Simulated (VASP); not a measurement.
Wanted: the native input for a VASP 6.6.1 run.

| Item | Value |
| --- | --- |
| Task | single point |
| Functional | PBE |
| Potentials or basis | VASP PAW PBE potentials, release 64 (K_sv, Br) |
| Cutoff | 520 eV |
| k mesh | 6 × 6 × 6 |
| Occupations | gaussian, width 0.01 eV |
| Spin | no spin polarisation |
| Dipole correction | no |
| Further INCAR settings | ALGO = Normal; EDIFF = 1e-07; NBANDS = 15 |

The structure of KBr lies in POSCAR:

```
KBr
1.0
    4.0382600546      0.0000000000      0.0000000000
    0.0000000000      4.0382600546      0.0000000000
    0.0000000000      0.0000000000      4.0397343728
K Br
1 1
Direct
    0.5000000000      0.5000000000      0.5000000000
    0.0000000000      0.0000000000      0.0000000000
```

One way to write it, as run:

INCAR

```
PREC = Accurate
ENCUT = 520
EDIFF = 1E-7
ISMEAR = 0
SIGMA = 0.01
LREAL = False
LASPH = True
NELM = 60
ALGO = Normal
ISIF = 2
LWAVE = False
LCHARG = False
GGA = PE
NBANDS = 15
```

KPOINTS

```
Automatic mesh
0
Gamma
  6 6 6
```

Potentials or basis: VASP PAW PBE potentials, release 64 (K_sv, Br).

The run is started by

```bash
$ cat potpaw_PBE.64/K_sv/POTCAR potpaw_PBE.64/Br/POTCAR > POTCAR
$ mpirun -np 1 vasp_std > vasp.out
```

Results of the run:

| Quantity | Value |
| --- | --- |
| Pressure | 0.0 GPa |
| Band gap on the k mesh | 3.87 eV (least direct gap 4.13 eV) |

Wall time 20 s on 1 thread of Intel(R) Xeon(R) 6975P-C (Granite Rapids), with other jobs on the host, peak memory 0.18 GiB.
